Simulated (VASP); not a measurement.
# ZnS in VASP: single point with PBEsol

Aim: the single point of ZnS with PBEsol.

Program: VASP 6.6.1. These are calculated values, not measurements. Logs are shortened: lines on timing, memory, paths and dates and some standing lists are left out, and cuts for length are marked.

**1. The cell of the first run**

The cell holds a slab with vacuum, 12 atoms: a = 3.788 Å, b = 5.357 Å, c = 24.469 Å, α = 90.00°, β = 90.00°, γ = 90.00°.

**2. Single point, PBEsol**

Input file INCAR:

```
SYSTEM = ZnS
ALGO = Normal ; DIPOL = 0.5 0.5 0.500
EDIFF = 1E-7 ; ENCUT = 520
GGA = PS ; IDIPOL = 3
ISIF = 2 ; ISMEAR = 0
LASPH = .TRUE. ; LCHARG = .FALSE.
LDIPOL = .TRUE. ; LREAL = .FALSE.
LWAVE = .FALSE. ; NBANDS = 66
NELM = 80 ; PREC = Accurate
SIGMA = 0.05
```

Input file KPOINTS:

```
k-points
0
G
  7 5 1
  0 0 0
```

Input file POSCAR:

```
ZnS
1.0
    3.7876303078      0.0000000000      0.0000000000
    0.0000000000      5.3565181506      0.0000000000
    0.0000000000      0.0000000000     24.4690757696
Zn S
6 6
Direct
    0.5000000000      0.4448214652      0.3246995093
    0.0000000000      0.0163438123      0.3797474124
    0.5000000000      0.5133091144      0.4631253719
    0.0000000000      0.0133091165      0.5368746141
    0.5000000000      0.5163438411      0.6202525631
    0.0000000000     -0.0551785486      0.6753004920
    0.0000000000      0.2482665355      0.3005917466
    0.5000000000      0.7655455479      0.3851750443
    0.0000000000      0.2617135151      0.4598097872
    0.5000000000      0.7617135184      0.5401902302
    0.0000000000      0.2655455501      0.6148249791
    0.5000000000      0.7482665321      0.6994082498
```

Potentials or basis: VASP PAW PBE potentials, release 64 (Zn, S).

Run with:

```console
> cat potpaw_PBE.64/Zn/POTCAR potpaw_PBE.64/S/POTCAR > POTCAR
> mpirun -np 1 vasp_std > vasp.out
```

OUTCAR:

```text
SYSTEM = ZnS
   EDIFF = 1E-7
   ENCUT = 520
   GGA = PS
   ISIF = 2
   ISMEAR = 0
   LASPH = .TRUE.
   LREAL = .FALSE.
   NELM = 80
   PREC = Accurate

 ion  position               nearest neighbor table
   1  0.500  0.445  0.325-   7 2.25   7 2.25   8 2.27
   2  0.000  0.016  0.380-   7 2.30   8 2.33   8 2.33   9 2.36
   3  0.500  0.513  0.463-  10 2.31   9 2.33   9 2.33   8 2.34
   4  0.000  0.013  0.537-   9 2.31  10 2.33  10 2.33  11 2.34
   5  0.500  0.516  0.620-  12 2.30  11 2.33  11 2.33  10 2.36
   6  0.000  0.945  0.675-  12 2.25  12 2.25  11 2.27
   7  0.000  0.248  0.301-   1 2.25   1 2.25   2 2.30
   8  0.500  0.766  0.385-   1 2.27   2 2.33   2 2.33   3 2.34
   9  0.000  0.262  0.460-   4 2.31   3 2.33   3 2.33   2 2.36
  10  0.500  0.762  0.540-   3 2.31   4 2.33   4 2.33   5 2.36
  11  0.000  0.266  0.615-   6 2.27   5 2.33   5 2.33   4 2.34
  12  0.500  0.748  0.699-   6 2.25   6 2.25   5 2.30

  LATTYP: Found a simple orthorhombic cell.
 ALAT       =     3.7876303078
 B/A-ratio  =     1.4142135624
 C/A-ratio  =     6.4602597881

  Lattice vectors:

 A1 = (   3.7876303078,   0.0000000000,   0.0000000000)
 A2 = (   0.0000000000,   5.3565181506,   0.0000000000)
 A3 = (   0.0000000000,   0.0000000000,  24.4690757696)

Analysis of symmetry for initial positions (statically):
=====================================================================
 Subroutine PRICEL returns:
 Original cell was already a primitive cell.

 Routine SETGRP: Setting up the symmetry group for a
 simple orthorhombic supercell.

 Subroutine GETGRP returns: Found  4 space group operations
 (whereof  2 operations were pure point group operations)
 out of a pool of  8 trial point group operations.

The static configuration has the point symmetry C_1h.
 The point group associated with its full space group is C_2v.

Analysis of symmetry for dynamics (positions and initial velocities):
=====================================================================
 Subroutine PRICEL returns:
 Original cell was already a primitive cell.

 Routine SETGRP: Setting up the symmetry group for a
 simple orthorhombic supercell.

 Subroutine GETGRP returns: Found  4 space group operations
 (whereof  2 operations were pure point group operations)
 out of a pool of  8 trial point group operations.

The dynamic configuration has the point symmetry C_1h.
 The point group associated with its full space group is C_2v.

 Subroutine INISYM returns: Found  4 space group operations
 (whereof  2 operations are pure point group operations),
 and found     1 'primitive' translations

----------------------------------------------------------------------------------------

                                     Primitive cell

  volume of cell :     496.4411

  direct lattice vectors                    reciprocal lattice vectors
     3.787630308  0.000000000  0.000000000     0.264017319  0.000000000  0.000000000
     0.000000000  5.356518151  0.000000000     0.000000000  0.186688437  0.000000000
     0.000000000  0.000000000 24.469075770     0.000000000  0.000000000  0.040867911

  length of vectors
     3.787630308  5.356518151 24.469075770     0.264017319  0.186688437  0.040867911

  position of ions in fractional coordinates (direct lattice)
     0.500000000  0.444821465  0.324699509
     0.000000000  0.016343812  0.379747412
     0.500000000  0.513309114  0.463125372
     0.000000000  0.013309116  0.536874614
     0.500000000  0.516343841  0.620252563
     0.000000000  0.944821451  0.675300492
     0.000000000  0.248266536  0.300591747
     0.500000000  0.765545548  0.385175044
     0.000000000  0.261713515  0.459809787
     0.500000000  0.761713518  0.540190230
     0.000000000  0.265545550  0.614824979
     0.500000000  0.748266532  0.699408250

  ion indices of the primitive-cell ions
   primitive index   ion index
                 1           1
                 2           2
                 3           3
                 4           4
                 5           5
                 6           6
                 7           7
                 8           8
                 9           9
                10          10
                11          11
                12          12

----------------------------------------------------------------------------------------

 KPOINTS: k-points

Automatic generation of k-mesh.
 Grid dimensions read from file:
 generate k-points for:    7    5    1

 Generating k-lattice:

  Cartesian coordinates                     Fractional coordinates (reciprocal lattice)
     0.037716760  0.000000000  0.000000000     0.142857143  0.000000000  0.000000000
     0.000000000  0.037337687  0.000000000     0.000000000  0.200000000  0.000000000
     0.000000000  0.000000000  0.040867911     0.000000000  0.000000000  1.000000000

  Length of vectors
     0.037716760  0.037337687  0.040867911

  Shift w.r.t. Gamma in fractional coordinates (k-lattice)
     0.000000000  0.000000000  0.000000000

 Subroutine IBZKPT returns following result:
 ===========================================

 Found     12 irreducible k-points:

 Following reciprocal coordinates:
            Coordinates               Weight
  0.000000  0.000000  0.000000      1.000000
  0.142857  0.000000  0.000000      2.000000
  0.285714  0.000000  0.000000      2.000000
  0.428571  0.000000  0.000000      2.000000
  0.000000  0.200000  0.000000      2.000000
  0.142857  0.200000  0.000000      4.000000
  0.285714  0.200000  0.000000      4.000000
  0.428571  0.200000  0.000000      4.000000
  0.000000  0.400000  0.000000      2.000000
  0.142857  0.400000  0.000000      4.000000
  0.285714  0.400000  0.000000      4.000000
  0.428571  0.400000  0.000000      4.000000
   k-points           NKPTS =     12   k-points in BZ     NKDIM =     12   number of bands    NBANDS=     66
   number of dos      NEDOS =    301   number of ions     NIONS =     12
   total plane-waves  NPLWV = 215040
   dimension x,y,z NGX =    28 NGY =   40 NGZ =  192
   dimension x,y,z NGXF=    56 NGYF=   80 NGZF=  384
   ions per type =               6   6
   NGX,Y,Z   is equivalent  to a cutoff of  12.29, 12.41, 13.04 a.u.
   NGXF,Y,Z  is equivalent  to a cutoff of  24.58, 24.83, 26.09 a.u.
 SYSTEM =  ZnS
   PREC   = accura    normal or accurate (medium, high low for compatibility)
   ISTART =      0    job   : 0-new  1-cont  2-samecut
   ICHARG =      2    charge: 1-file 2-atom 10-const
   ISPIN  =      1    spin polarized calculation?
   LNONCOLLINEAR =      F non collinear calculations
   LSORBIT =      F    spin-orbit coupling
   LASPH  =      T    aspherical Exc in radial PAW
   ENCUT  =  520.0 eV  38.22 Ry    6.18 a.u.   7.04  9.96 45.50*2*pi/ulx,y,z
   NELM   =     80;   NELMIN=  2; NELMDL= -5     # of ELM steps
   EDIFF  = 0.1E-06   stopping-criterion for ELM
   LREAL  =      F    real-space projection
   EDIFFG = 0.1E-05   stopping-criterion for IOM
   NSW    =      0    number of steps for IOM
   IBRION =     -1    ionic relax: 0-MD 1-quasi-New 2-CG
   NFREE  =      0    steps in history (QN), initial steepest desc. (CG)
   ISIF   =      2    stress and relaxation
   ISYM   =      2    0-nonsym 1-usesym 2-fastsym
   POTIM  = 0.5000    time-step for ionic-motion
   TEBEG  =    0.0;   TEEND  =   0.0 temperature during run
   PSTRESS=    0.0 pullay stress
   NELECT =     108.0000    total number of electrons
   NUPDOWN=      -1.0000    fix difference up-down
   EMIN   =  10.00;   EMAX   =-10.00  energy-range for DOS
   EFERMI =   0.00;   METHOD = LEGACY
   ISMEAR =     0;   SIGMA  =   0.05  broadening in eV -4-tet -1-fermi 0-gaus
   EFERMI_NEDOS =   21; number of points for ismear=-14 and -15
   IALGO  =     38    algorithm
   IMIX   =      4    mixing-type and parameters
     AMIX     =   0.40;   BMIX     =  1.00
     AMIX_MAG =   1.60;   BMIX_MAG =  1.00
  volume/ion in A,a.u.               =      41.37       279.18
  Fermi-wavevector in a.u.,A,eV,Ry     =   0.984601  1.860626 13.190014  0.969439
  Thomas-Fermi vector in A             =   2.115846
   LORBIT       =      0    0 simple, 1 ext, 2 COOP (PROOUT), +10 PAW based schemes
   GGA     = PS    functional components
   LHFCALC =     F    Hartree Fock is set to
   AEXX    =    0.0000 exact exchange contribution
   IVDW    =     0    specifies the selected vdW correction
   LEPSILON=     F    determine dielectric tensor
   LRPA    =     F    only Hartree local field effects (RPA)
 non-spin polarized calculation
 Gauss-broadening in eV      SIGMA  =   0.05
  energy-cutoff  :      520.00
  volume of cell :      496.44
 maximum number of plane-waves:     13424
   NGX = 15   NGY = 19   NGZ = 91

 number of electron     108.0000017 magnetization

 dipolmoment           0.000000      0.000000     -0.000002 electrons x Angstroem

 Free energy of the ion-electron system (eV)
  ---------------------------------------------------
  ext. energy  EPLUGINS =         0.00000000
  ---------------------------------------------------
  free energy    TOTEN  =       -44.20583755 eV

  energy without entropy =      -44.20583755  energy(sigma->0) =      -44.20583755

 E-fermi :  -1.9566     XC(G=0):  -5.1229

 val. band max:       -2.1927925615   @ k =   0.0000   0.0000   0.0000
 cond. band min:       0.1726539019   @ k =   0.0000   0.0000   0.0000
 fundamental gap:      2.3654464634
 Fermi energy:        -1.9565864858

 k-point     1 :       0.0000    0.0000    0.0000
  band No.  band energies     occupation
      1     -15.4038      2.00000
      2     -15.0826      2.00000
      3     -14.5790      2.00000
      4     -14.2402      2.00000
      5     -14.0462      2.00000
      6     -14.0331      2.00000
[... 817 lines left out ...]
     65       4.3514      0.00000
     66       4.4818      0.00000

------------------------ aborting loop because EDIFF is reached ----------------------------------------

 vacuum level on the upper side and lower side of the slab       (xc-potential included)        -0.095        -0.095

  FORCE on cell =-STRESS in cart. coord.  units (eV):
  Direction    XX          YY          ZZ          XY          YZ          ZX
  --------------------------------------------------------------------------------------
  -------------------------------------------------------------------------------------
  Total       -0.6257655     -0.1100058      0.1819755      0.0000000      0.0000000      0.0000000
  in kB       -2.0195492     -0.3550247      0.5872944      0.0000000      0.0000000      0.0000000
  external PRESSURE =      -0.5957599 kB  Pullay stress =       0.0000000 kB

 VOLUME and BASIS-vectors are now :
 -----------------------------------------------------------------------------
  energy-cutoff  :      520.00
  volume of cell :      496.44
      direct lattice vectors                 reciprocal lattice vectors
     3.787630308  0.000000000  0.000000000     0.264017319  0.000000000  0.000000000
     0.000000000  5.356518151  0.000000000     0.000000000  0.186688437  0.000000000
     0.000000000  0.000000000 24.469075770     0.000000000  0.000000000  0.040867911

 POSITION                                       TOTAL-FORCE (eV/Angst)
 -----------------------------------------------------------------------------------
      1.89382      2.38269      7.94510         0.000000      0.000542      0.000179
      0.00000      0.08755      9.29207         0.000000     -0.000125      0.005180
      1.89382      2.74955     11.33225         0.000000      0.005825      0.007693
      0.00000      0.07129     13.13683         0.000000      0.005825     -0.007693
      1.89382      2.76581     15.17701         0.000000     -0.000125     -0.005180
      0.00000      5.06095     16.52398         0.000000      0.000542     -0.000179
      0.00000      1.32984      7.35520         0.000000     -0.006812     -0.024290
      1.89382      4.10066      9.42488         0.000000      0.007794     -0.006381
      0.00000      1.40187     11.25112         0.000000     -0.007224     -0.011097
      1.89382      4.08013     13.21796         0.000000     -0.007224      0.011097
      0.00000      1.42240     15.04420         0.000000      0.007794      0.006381
      1.89382      4.00810     17.11387         0.000000     -0.006812      0.024290
 -----------------------------------------------------------------------------------
    total drift:                                0.000000     -0.002163     -0.000318

  FREE ENERGIE OF THE ION-ELECTRON SYSTEM (eV)
  ---------------------------------------------------
  free  energy   TOTEN  =       -44.2058375464 eV

  energy  without entropy=      -44.2058375464  energy(sigma->0) =      -44.20583755

 vacuum level on the upper side and lower side of the slab         3.762         3.762
```

It took 20 min on 1 thread of Intel Xeon Platinum 8375C at 2.90GHz (Ice Lake), shared host; peak memory 0.65 GiB.

What came out:

- Free energy: -44.2058 eV
- Largest force: 0.025 eV/Å
- Band gap on the k mesh: 2.37 eV, direct

Forces in eV/Å, atoms in the order of the input:
```
Zn   0.000  0.001  0.000
Zn   0.000  0.000  0.005
Zn   0.000  0.006  0.008
Zn   0.000  0.006 -0.008
Zn   0.000  0.000 -0.005
Zn   0.000  0.001  0.000
S    0.000 -0.007 -0.024
S    0.000  0.008 -0.006
S    0.000 -0.007 -0.011
S    0.000 -0.007  0.011
S    0.000  0.008  0.006
S    0.000 -0.007  0.024
```

Caveat: the PAW data sets were made with another functional, which shifts forces and pressure a little.
